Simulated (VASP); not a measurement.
Input of a VASP 6.6.1 run:

The input POSCAR:

```
BaF2
1.0
    0.0000000000      3.0934928334      3.0934928334
    3.0934928334      0.0000000000      3.0934928334
    3.0934928334      3.0934928334      0.0000000000
Ba F
1 2
Direct
    0.0000000000      0.0000000000      0.0000000000
    0.7500000000      0.7500000000      0.7500000000
    0.2500000000      0.2500000000      0.2500000000
```

Contents of INCAR.step1:

```
SYSTEM = BaF2
PREC = Accurate
ENCUT = 660
ISMEAR = 0
SIGMA = 0.02
LREAL = .False.
LASPH = .True.
NELM = 120
GGA = PE
ALGO = Normal
EDIFF = 1E-5
LWAVE = .True.
LCHARG = .False.
GGA_COMPAT = .False.
IBRION = 2
ISIF = 3
EDIFFG = -0.005
NELMIN = 4
NSW = 100
```

Contents of INCAR.step2:

```
SYSTEM = BaF2
PREC = Accurate
ENCUT = 660
EDIFF = 1E-7
ISMEAR = 0
SIGMA = 0.02
LREAL = .False.
LASPH = .True.
NELM = 120
ALGO = Normal
ISIF = 3
LWAVE = .False.
LCHARG = .False.
METAGGA = R2SCAN
LMIXTAU = .True.
IBRION = 2
NSW = 80
EDIFFG = -0.01
ISTART = 1
GGA_COMPAT = .False.
NELMIN = 4
```

KPOINTS

```
regular mesh
0
Gamma
  6 6 6
  0 0 0
```

Potentials or basis: VASP PAW PBE potentials, release 64 (Ba_sv, F).

Command:

```bash
$ cat potpaw_PBE.64/Ba_sv/POTCAR potpaw_PBE.64/F/POTCAR > POTCAR
$ cp INCAR.step1 INCAR
$ mpirun -np 1 vasp_std > vasp.out
$ cp INCAR.step2 INCAR
$ mpirun -np 1 vasp_std > vasp.out
```

**Question.** Estimate the relaxed cell.

**Answer.** a = 4.401 Å, b = 4.401 Å, c = 4.401 Å, α = 60.00°, β = 60.00°, γ = 60.00°.

**Question.** Estimate the space group after relaxing (to 0.05 Å).

**Answer.** Fm-3m (No. 225).

The path:
```tsv
step	energy change (eV)	largest force (eV/Å)	pressure (GPa)	volume (Å³)
1	0.0000	0.0000	1.14	59.21
2	-0.0036	0.0000	-0.15	60.42
3	-0.0037	0.0000	0.00	60.27
```

Caveat: the PAW data sets were made with another functional, which shifts forces and pressure a little.
